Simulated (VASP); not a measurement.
CoO:

```
Co O
1.0
     3.19765    0.00000    0.00000
    -1.59882    2.76924    0.00000
     0.00000    0.00000    5.22871
Co O
2 2
Direct
  0.33333 0.66667 0.50336
  0.00000 0.00000 0.00347
  0.33333 0.66667 0.87156
  0.00000 0.00000 0.37161
```

Base run:

```yaml
Program: VASP 6.6.1
Functional: PBE
Potentials_or_basis: VASP PAW PBE potentials, release 64 (Co, O)
Cutoff: 520 eV
k_mesh: 8 × 8 × 5
Occupations: fermi-dirac, width 0.05 eV
Spin: collinear spin, ferromagnetic start
Starting_moments: "[4.0, 4.0, 0.0, 0.0] μB"
Fixed_moment: 8 μB
```

Its results: pressure 13.7 GPa; site moments Co +2.98; O +0.60 μB; largest force 0.188 eV/Å.

Q: The run is repeated on the same cell with these changes: functional from PBE to PBEsol. What comes out?

A: Pressure 6.3 GPa; site moments Co +2.98; O +0.61 μB; largest force 0.153 eV/Å.

PBEsol binds more tightly than PBE, so the same cell stands under less pressure.

Caveats: the total moment is fixed, so each spin has its own Fermi level; the PAW data sets were made with another functional, which shifts forces and pressure a little (some runs).
